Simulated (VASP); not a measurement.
Runs of VASP 6.6.1 on Ag. The structure is that of space group Fm-3m (No. 225), or close to it. The cells are those of the table. 

```csv
task,cell,cutoff (eV),gap on the mesh (eV),pressure (GPa)
electric field gradients,"a = 2.830 Å, angles 60.0°, 1 atom",520,none,4.6
electric field gradients,"a = 2.946 Å, angles 60.0°, 1 atom",520,none,-7.9
single point,"a = 2.861 Å, angles 61.3°, 1 atom",520,none,(b)
electric field gradients,"a = 2.870 Å, angles 60.0°, 1 atom",520,none,(a)
electric field gradients,"a = 2.918, b = 2.918, c = 2.947 Å, angles 59.7, 59.7, 60.7°, 1 atom",520,none,-6.5
electric field gradients,"a = 2.899 Å, angles 60.0°, 1 atom",520,none,-3.9
electric field gradients,"a = 2.918, b = 2.918, c = 2.889 Å, angles 60.3, 60.3, 59.3°, 1 atom",400,none,-5.1
```

Alike in all rows: level PBEsol; potentials or basis VASP PAW PBE potentials, release 64 (Ag); no spin polarisation; k mesh 15 × 15 × 15; smearing fermi-dirac 0.03 eV.

Question: Estimate the missing entries.

Answer: (a) -0.8; (b) -2.7.

Caveats: the PAW data sets were made with another functional, which shifts forces and pressure a little.

A k mesh can miss the band edges, and the runs leave out spin-orbit coupling on Ag.

A gap of «none» marks levels without a gap at the run's occupations.
